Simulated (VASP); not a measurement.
Runs of VASP 6.6.1 on Pt. The structure is that of space group P6_3/mmc (No. 194), or close to it. The cells are those of the table. This isn't the form of Pt at room conditions, which is fcc.

```tsv
cell	gap on the mesh (eV)	pressure (GPa)
a = 2.861, b = 2.861, c = 4.824 Å, angles 90.0, 90.0, 120.0°, 2 atoms	none	(b)
a = 2.861, b = 2.861, c = 4.471 Å, angles 90.0, 90.0, 120.0°, 2 atoms	none	-11.0
a = 2.861, b = 2.861, c = 4.942 Å, angles 90.0, 90.0, 120.0°, 2 atoms	none	-27.9
a = 2.793, b = 2.793, c = 4.707 Å, angles 90.0, 90.0, 120.0°, 2 atoms	none	(a)
a = 2.793, b = 2.793, c = 4.824 Å, angles 90.0, 90.0, 120.0°, 2 atoms	none	-17.4
```

Alike in all rows: task single point; level PBEsol; potentials or basis VASP PAW PBE potentials, release 64 (Pt); no spin polarisation; k mesh 24 × 24 × 14; cutoff (eV) 520; smearing gaussian 0.15 eV.

Problem. Estimate the missing entries.

Solution. (a) -12.8; (b) -25.2.

Caveats: the cell stands under tension; the PAW data sets were made with another functional, which shifts forces and pressure a little; spin-orbit coupling is left out, which moves the levels of the heavy elements.

A k mesh can miss the band edges, and the runs leave out spin-orbit coupling on Pt.

A gap of «none» marks levels without a gap at the run's occupations.
